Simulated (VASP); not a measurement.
Runs of VASP 6.6.1 on MgI2. The structure is that of space group P-3m1 (No. 164), or close to it. The cells are those of the table. 

```tsv
cell	gap on the mesh (eV)	pressure (GPa)	largest force (eV/Å)
a = 4.154, b = 4.154, c = 6.656 Å, angles 90.0, 90.0, 120.0°, 3 atoms	3.37	2.3	(a)
a = 4.091, b = 4.091, c = 6.656 Å, angles 90.0, 90.0, 120.0°, 3 atoms	3.45	3.5	0.38
a = 4.154, b = 4.154, c = 6.759 Å, angles 90.0, 90.0, 120.0°, 3 atoms	3.44	1.7	0.14
a = 4.091, b = 4.091, c = 6.862 Å, angles 90.0, 90.0, 120.0°, 3 atoms	3.59	2.3	0.14
a = 4.029, b = 4.029, c = 7.068 Å, angles 90.0, 90.0, 120.0°, 3 atoms	(c)	2.4	(b)
```

Alike in all rows: task single point; level PBE; potentials or basis VASP PAW PBE potentials, release 64 (Mg, I); no spin polarisation; k mesh 6 × 6 × 4; cutoff (eV) 520; smearing gaussian 0.05 eV.

**Question.** Fill in the values left out.

**Answer.** (a) 0.25; (b) 0.02; (c) 3.46.

Caveats: spin-orbit coupling is left out, which moves the levels of the heavy elements; this functional lacks dispersion, which binds the layers, so the pressure and a relaxed spacing across them are unreliable.

A k mesh can miss the band edges, and the runs leave out spin-orbit coupling on I.
